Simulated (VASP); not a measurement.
# K (Cmmm) in VASP: a series of runs, part 2 of 2

VASP 6.6.1. Earlier steps stand in the parts before.

## Step 3: Single point, PBE (strained)

Contents of INCAR:

```
SYSTEM = K
ALGO = Normal
EDIFF = 1E-6
ENCUT = 520
GGA = PE
ISIF = 2
ISMEAR = 0
LASPH = .TRUE.
LCHARG = .TRUE.
LELF = .TRUE.
LREAL = .FALSE.
LVHAR = .TRUE.
LWAVE = .FALSE.
NBANDS = 30
NELM = 100
PREC = Accurate
SIGMA = 0.1
```

Contents of KPOINTS:

```
k-points
0
G
  6 6 4
  0 0 0
```

Contents of POSCAR:

```
K
1.0
    3.6566250100     -5.6799425200      0.0000000000
    3.6566250100      5.6799425200      0.0000000000
    0.0000000000      0.0000000000      7.9356811500
K
5
Direct
    0.5000000000      0.0000000000      0.2366375763
    0.0000000000      0.5000000000      0.7633624237
    0.0000000000      0.5000000000      0.2366375763
    0.5000000000      0.0000000000      0.7633624237
    0.0000000000      0.0000000000      0.0000000000
```

Potentials or basis: VASP PAW PBE potentials, release 64 (K_sv).

On the command line:

```
$ cat potpaw_PBE.64/K_sv/POTCAR > POTCAR
$ mpirun -np 1 vasp_std > vasp.out
```

OUTCAR:

```text
SYSTEM = K
   EDIFF = 1E-6
   ENCUT = 520
   GGA = PE
   ISIF = 2
   ISMEAR = 0
   LASPH = .TRUE.
   LREAL = .FALSE.
   NELM = 100
   PREC = Accurate

 ion  position               nearest neighbor table
   1  0.500  0.000  0.237-   3 3.66   3 3.66   4 3.76
   2  0.000  0.500  0.763-   4 3.66   4 3.66   3 3.76
   3  0.000  0.500  0.237-   1 3.66   1 3.66   2 3.76
   4  0.500  0.000  0.763-   2 3.66   2 3.66   1 3.76
   5  0.000  0.000  0.000-

  LATTYP: Found a base centered orthorhombic cell.
 ALAT       =     7.3132500200
 B/A-ratio  =     1.5533292324
 C/A-ratio  =     1.0851100575

  Lattice vectors:

 A1 = (   3.6566250100,  -5.6799425200,   0.0000000000)
 A2 = (   3.6566250100,   5.6799425200,   0.0000000000)
 A3 = (   0.0000000000,   0.0000000000,   7.9356811500)

Analysis of symmetry for initial positions (statically):
=====================================================================
 Subroutine PRICEL returns:
 Original cell was already a primitive cell.

 Routine SETGRP: Setting up the symmetry group for a
 base centered orthorhombic supercell.

 Subroutine GETGRP returns: Found  8 space group operations
 (whereof  8 operations were pure point group operations)
 out of a pool of  8 trial point group operations.

The static configuration has the point symmetry D_2h.

Analysis of symmetry for dynamics (positions and initial velocities):
=====================================================================
 Subroutine PRICEL returns:
 Original cell was already a primitive cell.

 Routine SETGRP: Setting up the symmetry group for a
 base centered orthorhombic supercell.

 Subroutine GETGRP returns: Found  8 space group operations
 (whereof  8 operations were pure point group operations)
 out of a pool of  8 trial point group operations.
[... 117 lines left out ...]
   PSTRESS=    0.0 pullay stress
   NELECT =      45.0000    total number of electrons
   NUPDOWN=      -1.0000    fix difference up-down
   EMIN   =  10.00;   EMAX   =-10.00  energy-range for DOS
   EFERMI =   0.00;   METHOD = LEGACY
   ISMEAR =     0;   SIGMA  =   0.10  broadening in eV -4-tet -1-fermi 0-gaus
   EFERMI_NEDOS =   21; number of points for ismear=-14 and -15
   IALGO  =     38    algorithm
   IMIX   =      4    mixing-type and parameters
     AMIX     =   0.40;   BMIX     =  1.00
     AMIX_MAG =   1.60;   BMIX_MAG =  1.00
  volume/ion in A,a.u.               =      65.93       444.90
  Fermi-wavevector in a.u.,A,eV,Ry     =   0.842945  1.592936  9.667716  0.710557
  Thomas-Fermi vector in A             =   1.957734
   LORBIT       =      0    0 simple, 1 ext, 2 COOP (PROOUT), +10 PAW based schemes
   GGA     = PE    functional components
   LHFCALC =     F    Hartree Fock is set to
   AEXX    =    0.0000 exact exchange contribution
   IVDW    =     0    specifies the selected vdW correction
   LEPSILON=     F    determine dielectric tensor
   LRPA    =     F    only Hartree local field effects (RPA)
 non-spin polarized calculation
 Gauss-broadening in eV      SIGMA  =   0.10
  energy-cutoff  :      520.00
  volume of cell :      329.64
 maximum number of plane-waves:      8900
   NGX = 25   NGY = 25   NGZ = 29

 number of electron      45.0000002 magnetization

 Free energy of the ion-electron system (eV)
  ---------------------------------------------------
  ext. energy  EPLUGINS =         0.00000000
  ---------------------------------------------------
  free energy    TOTEN  =        -3.51981793 eV

  energy without entropy =       -3.49917305  energy(sigma->0) =       -3.50949549

 E-fermi :   0.2267     XC(G=0):  -5.8310

 val. band max:        0.2138524591   @ k =   0.5000   0.3333   0.2500
 cond. band min:       0.2461446483   @ k =   0.5000   0.5000   0.5000
 fundamental gap:      0.0322921891
 Fermi energy:         0.2266968558

 k-point     1 :       0.0000    0.0000    0.0000
  band No.  band energies     occupation
      1     -32.2318      2.00000
      2     -32.2124      2.00000
      3     -32.1958      2.00000
      4     -32.1816      2.00000
      5     -32.1663      2.00000
      6     -15.9726      2.00000
[... 781 lines left out ...]
     29       2.1366      0.00000
     30       2.4274      0.00000

 [... further k-points ...]
[... 5 lines left out ...]
  --------------------------------------------------------------------------------------
  -------------------------------------------------------------------------------------
  Total        5.6051471      2.2567885      3.7508130     -0.0000000      0.0000000      0.0000000
  in kB       27.2432568     10.9688950     18.2304516     -0.0000000      0.0000000      0.0000000
  external PRESSURE =      18.8142011 kB  Pullay stress =       0.0000000 kB

 VOLUME and BASIS-vectors are now :
 -----------------------------------------------------------------------------
  energy-cutoff  :      520.00
  volume of cell :      329.64
      direct lattice vectors                 reciprocal lattice vectors
     3.656625010 -5.679942520  0.000000000     0.136738112 -0.088029060  0.000000000
     3.656625010  5.679942520  0.000000000     0.136738112  0.088029060  0.000000000
     0.000000000  0.000000000  7.935681150     0.000000000  0.000000000  0.126013127

 POSITION                                       TOTAL-FORCE (eV/Angst)
 -----------------------------------------------------------------------------------
      1.82831     -2.83997      1.87788         0.000000      0.000000      0.437942
      1.82831      2.83997      6.05780        -0.000000      0.000000     -0.437942
      1.82831      2.83997      1.87788         0.000000      0.000000      0.437942
      1.82831     -2.83997      6.05780        -0.000000     -0.000000     -0.437942
      0.00000      0.00000      0.00000        -0.000000     -0.000000      0.000000
 -----------------------------------------------------------------------------------
    total drift:                                0.000000      0.000000     -0.000000

  FREE ENERGIE OF THE ION-ELECTRON SYSTEM (eV)
  ---------------------------------------------------
  free  energy   TOTEN  =        -3.5198179270 eV

  energy  without entropy=       -3.4991730500  energy(sigma->0) =       -3.50949549
```

stdout:

```text
POSCAR found type information on POSCAR K
 POSCAR found :  1 types and       5 ions
 scaLAPACK will be used
 LDA part: xc-table for (Slater+PW92), standard interpolation
 POSCAR, INCAR and KPOINTS ok, starting setup
 FFT: planning ... GRIDC
 FFT: planning ... GRID_SOFT
 FFT: planning ... GRID
 WAVECAR not read
 entering main loop
```

Run time: 7.2 min. Hardware: 1 thread of Intel Xeon Platinum 8259CL at 2.50GHz (Skylake/Cascade Lake), shared host; peak memory 0.53 GiB.

Results:

* Free energy: -3.5198 eV
* Pressure: 1.9 GPa
* Largest force: 0.438 eV/Å

Forces on the atoms (eV/Å):
```
K    0.000  0.000  0.438
K    0.000  0.000 -0.438
K    0.000  0.000  0.438
K    0.000  0.000 -0.438
K    0.000  0.000  0.000
```

Stress tensor (GPa, compression positive):
```
2.72 0.00 0.00
0.00 1.10 0.00
0.00 0.00 1.82
```

Caveat: the cell differs from its parent crystal (strained).
